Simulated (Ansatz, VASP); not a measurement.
# One calculation of BeTe, two programs

```
Be Te
1.0
     3.91195    0.00000    0.00000
     0.00000    3.91195    0.00000
     0.00000    0.00000    7.42580
Be Te
2 2
Direct
  0.00000 0.00000 0.50000
  0.50000 0.50000 0.50000
  0.50000 0.00000 0.70613
  0.00000 0.50000 0.29387
```

Alike in both runs: task single point; functional PBE; k mesh 8 × 8 × 4; occupations gaussian, width 0.02 eV; non-collinear spin, spin-orbit coupling.

```csv
,VASP,Ansatz
version,VASP 6.6.1,Ansatz 0.2.0
potentials or method,"VASP PAW PBE potentials, release 64 (Be, Te), cutoff 520 eV","plane waves, PAW"
valence electrons in the cell,16,36
```

```csv
,VASP,Ansatz,Ansatz less VASP
net moment per atom (μB),0.00,0.00,0.000
```

VASP's potentials hold 16 valence electrons a cell and Ansatz's 36, so a difference there can come from the potentials and not from the codes.
